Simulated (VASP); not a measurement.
Runs of VASP 6.6.1 on HBr. The structure is that of space group I4/mmm (No. 139), or close to it. The cells are those of the table. 

```tsv
task	cell	k mesh	cutoff (eV)	smearing	gap on the mesh (eV)	pressure (GPa)
single point	a = 4.100, b = 3.342, c = 3.342 Å, angles 75.7, 52.2, 52.2°, 2 atoms	16 × 16 × 16	520	fermi-dirac 0.15 eV	(a)	(b)
relaxation of cell and atoms	relaxed from a = 4.140, b = 4.112, c = 3.958 Å, angles 61.7, 61.0, 57.3°, 2 atoms	6 × 6 × 6	600	gaussian 0.1 eV	0.87	-0.2
electric field gradients	a = 4.891, b = 3.839, c = 3.839 Å, angles 79.1, 50.4, 50.4°, 2 atoms	10 × 10 × 10	520	gaussian 0.01 eV	0.91	0.0
single point	a = 4.939, b = 3.870, c = 3.870 Å, angles 79.3, 50.3, 50.3°, 2 atoms	10 × 10 × 10	520	gaussian 0.01 eV	0.98	-0.1
```

Alike in all rows: level LDA; potentials or basis VASP PAW LDA potentials, release 64 (H, Br); no spin polarisation.

Fill in the values left out.

(a) none; (b) 8.1.

Caveats: the cell stands under pressure (at least some runs); a cell axis changed by over 15 % at a fixed basis, so the end point is rough (at least some runs).

A k mesh can miss the band edges, and the runs leave out spin-orbit coupling on Br.
